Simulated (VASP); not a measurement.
Here is a VASP 6.6.1 calculation.

File INCAR:

```
PREC = Accurate
ENCUT = 520
EDIFF = 1E-6
ISMEAR = 0
SIGMA = 0.1
LREAL = F
LASPH = T
NELM = 80
ALGO = Normal
ISIF = 2
LWAVE = F
LCHARG = F
GGA = PE
NBANDS = 10
```

Contents of KPOINTS:

```
regular mesh
0
Gamma
  14 14 14
```

Contents of POSCAR:

```
Na
1.0
   -2.0949125030      2.0949125030      2.0949125030
    2.0949125030     -2.0949125030      2.0949125030
    2.0949125030      2.0949125030     -2.0949125030
Na
1
Direct
    0.0000000000      0.0000000000      0.0000000000
```

Potentials or basis: VASP PAW PBE potentials, release 64 (Na_pv).

Run with:

```console
$ cat potpaw_PBE.64/Na_pv/POTCAR > POTCAR
$ mpirun -np 1 vasp_std > vasp.out
```

Problem. What does it give for the pressure?

Solution. 0.0 GPa.

Problem. Predict the band gap on the k mesh.

Solution. Zero (an odd number of electrons rules out a gap without spin polarisation).
